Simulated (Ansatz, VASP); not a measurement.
# Two plane-wave programs on AgO

```
CELL_PARAMETERS angstrom
0.00000 2.40800 2.34780
2.40800 0.00000 2.34780
2.40800 2.40800 0.00000
ATOMIC_POSITIONS crystal
Ag 0.00000 0.00000 0.00000
O 0.75000 0.75000 0.75000
```

Change from the starting cell: strain +0.000 along x and y, -0.025 along z, atoms carried along.

Alike in both runs: task single point; functional PBEsol; k mesh 18 × 18 × 18; occupations gaussian, width 0.15 eV; no spin polarisation.

```csv
,VASP,Ansatz
version,VASP 6.6.1,Ansatz 0.2.0
potentials or method,"VASP PAW PBE potentials, release 64 (Ag, O), cutoff 520 eV","scalar-relativistic, plane waves, PAW"
valence electrons in the cell,17,25
```

```tsv
	VASP	Ansatz	Ansatz less VASP
gap on the k mesh at the Fermi level (eV)	none	none	-
pressure (GPa)	15.0	15.3	+0.27
traceless stress, the component that is largest in VASP (GPa)	-0.64	-0.64	-0.003
```

VASP's potentials were made for PBE, not for PBEsol. A gap of «none» marks a metal or a gap that the smearing closes. VASP's potentials hold 17 valence electrons a cell and Ansatz's 25, so a difference there can come from the potentials and not from the codes.
